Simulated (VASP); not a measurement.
# AlN in VASP: a series of runs, part 2 of 2

VASP 6.6.1. The steps go on from the part before.

## Step 4: Single point, PBE (atoms displaced along a vibrational mode)

File INCAR:

```
SYSTEM = AlN
ALGO = Normal
EDIFF = 1E-6
ENCUT = 520
GGA = PE
ISIF = 2
ISMEAR = 0
LASPH = .TRUE.
LCHARG = .FALSE.
LREAL = .FALSE.
LWAVE = .FALSE.
NBANDS = 26
NELM = 80
PREC = Accurate
SIGMA = 0.05
```

File KPOINTS:

```
k-points
0
G
  8 6 4
  0 0 0
```

File POSCAR:

```
AlN
1.0
   -3.3134793387      0.0000000000      0.0000000000
    0.0000000000      0.0000000000     -4.1875902400
    0.0000000000     -5.7391145645      0.0000000000
Al N
4 4
Direct
    0.5000000000      0.2115695089      0.1666666667
    0.0000000000      0.2115695089      0.6666666667
    0.0000000000      0.7115695089      0.3333333333
    0.5000000000      0.7115695089      0.8333333333
    0.5000000000      0.8240282554      0.1666666667
    0.0000000000      0.8240282554      0.6666666667
    0.0000000000      0.3240282554      0.3333333333
    0.5000000000      0.3240282554      0.8333333333
```

On the command line:

```console
cat potpaw_PBE.64/Al/POTCAR potpaw_PBE.64/N/POTCAR > POTCAR
mpirun -np 1 vasp_std > vasp.out
```

Wall time 83 s (1 thread of AMD EPYC 7R13 (Zen 3), shared host); peak memory 0.21 GiB.

The run converged. Its results:

```
Free energy            : -55.3425 eV
Pressure               : 26.5 GPa
Largest force          : 6.655 eV/Å
Band gap on the k mesh : 4.04 eV
```

Forces in eV/Å, atoms in the order of the input:
```
Al   0.000  0.000 -6.655
Al   0.000  0.000 -6.655
Al   0.000  0.000 -6.655
Al   0.000  0.000 -6.655
N    0.000  0.000  6.655
N    0.000  0.000  6.655
N    0.000  0.000  6.655
N    0.000  0.000  6.655
```

Stress tensor (GPa, compression positive):
```
-10.86   0.00   0.00
  0.00 -10.86   0.00
  0.00   0.00 101.14
```

Levels at points of the mesh, in eV from the valence-band top:
| k point | band 14 | band 15 | band 16 | band 17 | band 18 | band 19 |
| --- | --- | --- | --- | --- | --- | --- |
| (0.00, 0.00, 0.00) | -0.70 | -0.62 | 0.00 | 4.04 | 4.59 | 4.98 |
| (0.50, 0.00, 0.00) | -1.66 | -1.33 | -1.33 | 6.66 | 6.66 | 6.70 |
| (0.00, 0.50, 0.00) | -1.50 | -1.04 | -1.04 | 5.64 | 5.64 | 5.89 |
| (0.50, 0.50, 0.00) | -0.42 | -0.42 | -0.42 | 7.04 | 7.04 | 7.04 |
| (0.00, 0.00, 0.50) | -0.57 | -0.54 | -0.54 | 5.52 | 5.52 | 6.72 |
| (0.50, 0.00, 0.50) | -1.91 | -0.62 | -0.62 | 4.59 | 4.59 | 7.41 |
| (0.00, 0.50, 0.50) | -1.14 | -1.14 | -1.14 | 6.11 | 6.11 | 6.11 |
| (0.50, 0.50, 0.50) | -1.04 | -1.04 | -1.04 | 5.64 | 5.64 | 5.64 |

Caveat: the cell differs from its parent crystal (atoms displaced along a vibrational mode); the cell stands under pressure; forces of over 1 eV/Å act on the atoms, so gaps and moduli don't describe the material at rest. A k mesh can miss the band edges.

## Step 5: Single point, PBE (atoms displaced along a vibrational mode)

File INCAR:

```
PREC = Accurate ; ENCUT = 520
EDIFF = 1E-6 ; ISMEAR = 0
SIGMA = 0.05 ; LREAL = False
LASPH = True ; NELM = 100
ALGO = Normal ; ISIF = 2
LWAVE = False ; LCHARG = False
GGA = PE ; NBANDS = 26
```

File KPOINTS:

```
Automatic mesh
0
Gamma
  8 6 4
```

File POSCAR:

```
AlN
1.0
   -3.3134793387      0.0000000000      0.0000000000
    0.0000000000      0.0000000000     -4.1875902400
    0.0000000000     -5.7391145645      0.0000000000
Al N
4 4
Direct
    0.5111061504      0.2346278035      0.1666666667
   -0.0111061504      0.2346278035      0.6666666667
    0.0111061504      0.7346278035      0.3333333333
    0.4888938496      0.7346278035      0.8333333333
    0.5107008202      0.7796113022      0.1666666667
   -0.0107008202      0.7796113022      0.6666666667
    0.0107008202      0.2796113022      0.3333333333
    0.4892991798      0.2796113022      0.8333333333
```

Potentials or basis: VASP PAW PBE potentials, release 64 (Al, N).

On the command line:

```console
cat potpaw_PBE.64/Al/POTCAR potpaw_PBE.64/N/POTCAR > POTCAR
mpirun -np 1 vasp_std > vasp.out
```

OUTCAR:

```text
PREC = Accurate
   ENCUT = 520
   EDIFF = 1E-6
   ISMEAR = 0
   LREAL = False
   LASPH = True
   NELM = 100
   ISIF = 2
   GGA = PE

 ion  position               nearest neighbor table
   1  0.511  0.235  0.167-   5 1.91   7 1.92   7 1.92   8 1.92   5 2.28   3 2.84   3 2.84   3 2.84
                             3 2.84   4 2.84   4 2.84   2 3.28   2 3.28   2 3.35   2 3.35
   2  0.989  0.235  0.667-   6 1.91   8 1.92   8 1.92   7 1.92   6 2.28   4 2.84   4 2.84   4 2.84
                             4 2.84   3 2.84   3 2.84   1 3.28   1 3.28   1 3.35   1 3.35
   3  0.011  0.735  0.333-   7 1.91   5 1.92   5 1.92   6 1.92   7 2.28   1 2.84   1 2.84   1 2.84
                             1 2.84   2 2.84   2 2.84   4 3.28   4 3.28   4 3.35   4 3.35
   4  0.489  0.735  0.833-   8 1.91   6 1.92   6 1.92   5 1.92   8 2.28   2 2.84   2 2.84   2 2.84
                             2 2.84   1 2.84   1 2.84   3 3.28   3 3.28   3 3.35   3 3.35
   5  0.511  0.780  0.167-   1 1.91   3 1.92   3 1.92   4 1.92   1 2.28
   6  0.989  0.780  0.667-   2 1.91   4 1.92   4 1.92   3 1.92   2 2.28
   7  0.011  0.280  0.333-   3 1.91   1 1.92   1 1.92   2 1.92   3 2.28
   8  0.489  0.280  0.833-   4 1.91   2 1.92   2 1.92   1 1.92   4 2.28

  LATTYP: Found a simple orthorhombic cell.
 ALAT       =     3.3134793387
 B/A-ratio  =     1.2638045426
 C/A-ratio  =     1.7320508076

  Lattice vectors:

 A1 = (  -3.3134793387,   0.0000000000,   0.0000000000)
 A2 = (   0.0000000000,   0.0000000000,  -4.1875902400)
 A3 = (   0.0000000000,  -5.7391145645,   0.0000000000)

Analysis of symmetry for initial positions (statically):
=====================================================================
 Subroutine PRICEL returns:
 Original cell was already a primitive cell.

 Routine SETGRP: Setting up the symmetry group for a
 simple orthorhombic supercell.

 Subroutine GETGRP returns: Found  4 space group operations
 (whereof  1 operations were pure point group operations)
 out of a pool of  8 trial point group operations.

The static configuration has the point symmetry C_1 .
 The point group associated with its full space group is C_2v.

Analysis of symmetry for dynamics (positions and initial velocities):
=====================================================================
 Subroutine PRICEL returns:
 Original cell was already a primitive cell.

 Routine SETGRP: Setting up the symmetry group for a
 simple orthorhombic supercell.

 Subroutine GETGRP returns: Found  4 space group operations
 (whereof  1 operations were pure point group operations)
 out of a pool of  8 trial point group operations.

The dynamic configuration has the point symmetry C_1 .
 The point group associated with its full space group is C_2v.

 Subroutine INISYM returns: Found  4 space group operations
 (whereof  1 operations are pure point group operations),
 and found     1 'primitive' translations

----------------------------------------------------------------------------------------

                                     Primitive cell

  volume of cell :      79.6330

  direct lattice vectors                    reciprocal lattice vectors
    -3.313479339  0.000000000  0.000000000    -0.301797566  0.000000000  0.000000000
     0.000000000  0.000000000 -4.187590240     0.000000000  0.000000000 -0.238800824
     0.000000000 -5.739114565  0.000000000     0.000000000 -0.174242906  0.000000000

[... 76 lines left out ...]
 [... further k-points ...]
   k-points           NKPTS =     60   k-points in BZ     NKDIM =     60   number of bands    NBANDS=     26
   number of dos      NEDOS =    301   number of ions     NIONS =      8
   total plane-waves  NPLWV =  43008
   dimension x,y,z NGX =    28 NGY =   32 NGZ =   48
   dimension x,y,z NGXF=    56 NGYF=   64 NGZF=   96
   ions per type =               4   4
   NGX,Y,Z   is equivalent  to a cutoff of  14.05, 12.70, 13.90 a.u.
   NGXF,Y,Z  is equivalent  to a cutoff of  28.10, 25.41, 27.81 a.u.
 SYSTEM =  unknown system
   PREC   = accura    normal or accurate (medium, high low for compatibility)
   ISTART =      0    job   : 0-new  1-cont  2-samecut
   ICHARG =      2    charge: 1-file 2-atom 10-const
   ISPIN  =      1    spin polarized calculation?
   LNONCOLLINEAR =      F non collinear calculations
   LSORBIT =      F    spin-orbit coupling
   LASPH  =      T    aspherical Exc in radial PAW
   ENCUT  =  520.0 eV  38.22 Ry    6.18 a.u.   6.16  7.79 10.67*2*pi/ulx,y,z
   NELM   =    100;   NELMIN=  2; NELMDL= -5     # of ELM steps
   EDIFF  = 0.1E-05   stopping-criterion for ELM
   LREAL  =      F    real-space projection
   EDIFFG = 0.1E-04   stopping-criterion for IOM
   NSW    =      0    number of steps for IOM
   IBRION =     -1    ionic relax: 0-MD 1-quasi-New 2-CG
   NFREE  =      0    steps in history (QN), initial steepest desc. (CG)
   ISIF   =      2    stress and relaxation
   ISYM   =      2    0-nonsym 1-usesym 2-fastsym
   POTIM  = 0.5000    time-step for ionic-motion
   TEBEG  =    0.0;   TEEND  =   0.0 temperature during run
   PSTRESS=    0.0 pullay stress
   NELECT =      32.0000    total number of electrons
   NUPDOWN=      -1.0000    fix difference up-down
   EMIN   =  10.00;   EMAX   =-10.00  energy-range for DOS
   EFERMI =   0.00;   METHOD = LEGACY
   ISMEAR =     0;   SIGMA  =   0.05  broadening in eV -4-tet -1-fermi 0-gaus
   EFERMI_NEDOS =   21; number of points for ismear=-14 and -15
   IALGO  =     38    algorithm
   IMIX   =      4    mixing-type and parameters
     AMIX     =   0.40;   BMIX     =  1.00
     AMIX_MAG =   1.60;   BMIX_MAG =  1.00
  volume/ion in A,a.u.               =       9.95        67.17
  Fermi-wavevector in a.u.,A,eV,Ry     =   1.208074  2.282930 19.856940  1.459444
  Thomas-Fermi vector in A             =   2.343693
   LORBIT       =      0    0 simple, 1 ext, 2 COOP (PROOUT), +10 PAW based schemes
   GGA     = PE    functional components
   LHFCALC =     F    Hartree Fock is set to
   AEXX    =    0.0000 exact exchange contribution
   IVDW    =     0    specifies the selected vdW correction
   LEPSILON=     F    determine dielectric tensor
   LRPA    =     F    only Hartree local field effects (RPA)
 non-spin polarized calculation
 Gauss-broadening in eV      SIGMA  =   0.05
  energy-cutoff  :      520.00
  volume of cell :       79.63
 maximum number of plane-waves:      2174
 NGX is ok and might be reduce to    28
   NGX = 13   NGY = 15   NGZ = 21

 number of electron      31.9999995 magnetization

 Free energy of the ion-electron system (eV)
  ---------------------------------------------------
  ext. energy  EPLUGINS =         0.00000000
  ---------------------------------------------------
  free energy    TOTEN  =       -58.46505732 eV

  energy without entropy =      -58.46505732  energy(sigma->0) =      -58.46505732

 E-fermi :   8.0376     XC(G=0): -11.1463

 val. band max:        7.7426704756   @ k =   0.0000   0.0000   0.0000
 cond. band min:      11.1560048754   @ k =   0.0000   0.0000   0.0000
 fundamental gap:      3.4133343999
 Fermi energy:         8.0376058761

 k-point     1 :       0.0000    0.0000    0.0000
  band No.  band energies     occupation
      1      -8.8555      2.00000
      2      -7.0214      2.00000
      3      -5.8831      2.00000
      4      -5.2837      2.00000
      5       1.1120      2.00000
      6       1.4518      2.00000
[... 685 lines left out ...]
     25      17.8550      0.00000
     26      18.2083      0.00000

 [... further k-points ...]

------------------------ aborting loop because EDIFF is reached ----------------------------------------

  FORCE on cell =-STRESS in cart. coord.  units (eV):
  Direction    XX          YY          ZZ          XY          YZ          ZX
  --------------------------------------------------------------------------------------
  -------------------------------------------------------------------------------------
  Total       -1.1830192     -1.1580904      6.6446349      0.0000000      0.0000000      0.0000000
  in kB      -23.8017575    -23.3002038    133.6867492      0.0000000      0.0000000      0.0000000
  external PRESSURE =      28.8615960 kB  Pullay stress =       0.0000000 kB

 VOLUME and BASIS-vectors are now :
 -----------------------------------------------------------------------------
  energy-cutoff  :      520.00
  volume of cell :       79.63
      direct lattice vectors                 reciprocal lattice vectors
    -3.313479339  0.000000000  0.000000000    -0.301797566  0.000000000  0.000000000
     0.000000000  0.000000000 -4.187590240     0.000000000  0.000000000 -0.238800824
     0.000000000 -5.739114565  0.000000000     0.000000000 -0.174242906  0.000000000

 POSITION                                       TOTAL-FORCE (eV/Angst)
 -----------------------------------------------------------------------------------
     -1.69354     -0.95652     -0.98253         0.113088      0.010935     -0.596951
     -3.27668     -3.82608     -0.98253        -0.113088      0.010935     -0.596951
     -0.03680     -1.91304     -3.07632         0.113088     -0.010935     -0.596951
     -1.61994     -4.78260     -3.07632        -0.113088     -0.010935     -0.596951
     -1.69220     -0.95652     -3.26469         0.061139      0.013497      0.596951
     -3.27802     -3.82608     -3.26469        -0.061139      0.013497      0.596951
     -0.03546     -1.91304     -1.17090         0.061139     -0.013497      0.596951
     -1.62128     -4.78260     -1.17090        -0.061139     -0.013497      0.596951
 -----------------------------------------------------------------------------------
    total drift:                                0.000000     -0.000001      0.000443

  FREE ENERGIE OF THE ION-ELECTRON SYSTEM (eV)
  ---------------------------------------------------
  free  energy   TOTEN  =       -58.4650573203 eV

  energy  without entropy=      -58.4650573203  energy(sigma->0) =      -58.46505732
```

Run time: 2.4 min. Hardware: 1 thread of Intel Xeon 8259CL, shared host; peak memory 0.24 GiB.

Results:

```yaml
Free_energy: -58.4651 eV
Pressure: 2.9 GPa
Largest_force: 0.608 eV/Å
Band_gap_on_the_k_mesh: 3.41 eV
```

Forces in eV/Å, atoms in the order of the input:
```
Al   0.113  0.011 -0.597
Al  -0.113  0.011 -0.597
Al   0.113 -0.011 -0.597
Al  -0.113 -0.011 -0.597
N    0.061  0.013  0.597
N   -0.061  0.013  0.597
N    0.061 -0.013  0.597
N   -0.061 -0.013  0.597
```

Stress tensor (GPa, compression positive):
```
-2.38  0.00  0.00
 0.00 -2.33  0.00
 0.00  0.00 13.37
```

Levels at points of the mesh, in eV from the valence-band top:
| k point | band 12 | band 13 | band 14 | band 15 | band 16 | band 17 | band 18 | band 19 | band 20 | band 21 |
| --- | --- | --- | --- | --- | --- | --- | --- | --- | --- | --- |
| (0.00, 0.00, 0.00) | -2.69 | -1.41 | -1.40 | -1.27 | 0.00 | 3.41 | 4.03 | 4.50 | 7.01 | 7.52 |
| (0.50, 0.00, 0.00) | -3.64 | -2.46 | -2.46 | -2.00 | -2.00 | 5.89 | 5.89 | 6.07 | 6.07 | 8.01 |
| (0.00, 0.50, 0.00) | -2.27 | -2.26 | -2.26 | -1.59 | -1.59 | 5.17 | 5.17 | 5.68 | 5.68 | 8.62 |
| (0.50, 0.50, 0.00) | -4.25 | -0.94 | -0.94 | -0.89 | -0.89 | 6.18 | 6.18 | 6.41 | 6.41 | 8.76 |
| (0.00, 0.00, 0.50) | -3.06 | -1.25 | -1.25 | -1.00 | -1.00 | 4.90 | 4.90 | 6.17 | 6.17 | 7.83 |
| (0.50, 0.00, 0.50) | -4.13 | -2.69 | -2.69 | -1.28 | -1.28 | 4.02 | 4.02 | 7.02 | 7.02 | 7.53 |
| (0.00, 0.50, 0.50) | -2.69 | -1.72 | -1.72 | -1.72 | -1.72 | 5.52 | 5.52 | 5.52 | 5.52 | 8.92 |
| (0.50, 0.50, 0.50) | -3.04 | -1.60 | -1.60 | -1.59 | -1.59 | 5.18 | 5.18 | 5.18 | 5.18 | 9.36 |

Caveat: the cell differs from its parent crystal (atoms displaced along a vibrational mode).

## Step 6: Overview

| cell | gap on the mesh (eV) | pressure (GPa) | largest force (eV/Å) |
| --- | --- | --- | --- |
| as given, atomic positions A | 3.80 | 14.8 | 3.43 |
| as given, atomic positions B | 3.59 | 7.5 | 1.56 |
| as given, atomic positions C | 4.04 | 26.5 | 6.66 |
| as given, atomic positions D | 3.41 | 2.9 | 0.61 |

Alike in all rows: task single point; level PBE; potentials or basis VASP PAW PBE potentials, release 64 (Al, N); no spin polarisation; k mesh 8 × 6 × 4; cutoff (eV) 520; smearing gaussian 0.05 eV.

Caveats: the cell stands under pressure (at least some runs); forces of over 1 eV/Å act on the atoms, so gaps and moduli don't describe the material at rest (at least some runs).

Total energies depend on the potentials used, so only differences within one code and one set of settings carry meaning.
